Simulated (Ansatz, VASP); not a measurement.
**One calculation of MgS, two programs**

File POSCAR:

```
MgS
1.0
    4.0346224068      0.0000000000      0.0000000000
   -2.0173112034      3.4940854990      0.0000000000
    0.0000000000      0.0000000000      6.4322941800
S Mg
2 2
Direct
    0.6666666667      0.3333333333      0.8792441500
    0.3333333333      0.6666666667      0.3792441500
    0.3333333333      0.6666666667      0.9957548500
    0.6666666667      0.3333333333      0.4957548500
```

File INCAR.step1:

```
PREC     = Accurate       # precision mode
ENCUT    = 520            # plane-wave cutoff, eV
EDIFF    = 1E-5           # SCF threshold, eV
ISMEAR   = -1             # smearing method
SIGMA    = 0.05           # smearing width, eV
LREAL    = False          # projectors in reciprocal space
LASPH    = True           # aspherical terms in the spheres
NELM     = 80             # most SCF steps
ALGO     = Normal         # electronic algorithm
ISIF     = 2              # what is computed and relaxed
LWAVE    = True           # write WAVECAR
LCHARG   = False          # write CHGCAR
NBANDS   = 16             # bands
GGA      = PE             # functional
```

The input INCAR.step2:

```
PREC     = Accurate       # precision mode
ENCUT    = 520            # plane-wave cutoff, eV
EDIFF    = 1E-7           # SCF threshold, eV
ISMEAR   = -1             # smearing method
SIGMA    = 0.05           # smearing width, eV
LREAL    = False          # projectors in reciprocal space
LASPH    = True           # aspherical terms in the spheres
NELM     = 80             # most SCF steps
ALGO     = Normal         # electronic algorithm
ISIF     = 2              # what is computed and relaxed
LWAVE    = False          # write WAVECAR
LCHARG   = False          # write CHGCAR
GGA      = PE             # functional
LHFCALC  = True           # exact exchange
AEXX     = 0.25           # exact-exchange fraction
PRECFOCK = Normal       
NBANDS   = 16             # bands
ISTART   = 1
```

File KPOINTS:

```
regular mesh
0
Gamma
  6 6 4
```

input

```
crystal:
  lattice:
    - [4.0346224068, 0.0, 0.0]
    - [-2.0173112034, 3.494085499, 0.0]
    - [0.0, 0.0, 6.43229418]
  atoms:
    - { symbol: S, position: [0.6666666667, 0.3333333333, 0.87924415] }
    - { symbol: S, position: [0.3333333333, 0.6666666667, 0.37924415] }
    - { symbol: Mg, position: [0.3333333333, 0.6666666667, 0.99575485] }
    - { symbol: Mg, position: [0.6666666667, 0.3333333333, 0.49575485] }
hamiltonian:
  xc: pbe0
  pseudopotentials: { kind: paw }
kpoints:
  mp_grid: { grid: [6, 6, 4] }
  band_path:
    path:
      - [[0.0, 0.0, 0.0], [0.5, 0.0, 0.0], [0.3333333333, 0.3333333333, 0.0], [0.0, 0.0, 0.0], [0.0, 0.0, 0.5], [0.5, 0.0, 0.5], [0.3333333333, 0.3333333333, 0.5], [0.0, 0.0, 0.5]]
      - [[0.5, 0.0, 0.5], [0.5, 0.0, 0.0]]
      - [[0.3333333333, 0.3333333333, 0.0], [0.3333333333, 0.3333333333, 0.5]]
    npoints: 4
scf:
  occupations: { method: fermi_dirac, width: 0.05 }
  n_extra_bands: 10
output:
  forces: true
  stress: true
  eigenvalues: true
  fatbands: false
```

Alike in both runs: functional PBE0; k mesh 6 × 6 × 4; occupations fermi-dirac, width 0.05 eV; no spin polarisation.

|  | VASP | Ansatz |
| --- | --- | --- |
| version | VASP 6.6.1 | Ansatz 0.2.0 |
| potentials or method | VASP PAW PBE potentials, release 64 (S, Mg) | Ansatz PAW |
| plane-wave cutoff (eV) | 520 | 420 |
| valence electrons in the cell | 16 | 32 |
| task | single point | band structure |

|  | VASP | Ansatz | Ansatz less VASP |
| --- | --- | --- | --- |
| gap on the k mesh at the Fermi level (eV) | 5.17 | 5.18 | +0.006 |
| least direct gap on the mesh (eV) | 5.17 | 5.18 | +0.006 |
| pressure (GPa) | -0.2 | 0.0 | +0.20 |
| traceless stress, the component that is largest in VASP (GPa) | -0.14 | -0.16 | -0.017 |
| rms of the force components (eV/Å) | 0.030 | 0.030 | -0.0008 |

Atom by atom the forces differ by 0.001 eV/Å (rms over components). VASP's potentials hold 16 valence electrons a cell and Ansatz's 32, so a difference there can come from the potentials and not from the codes.
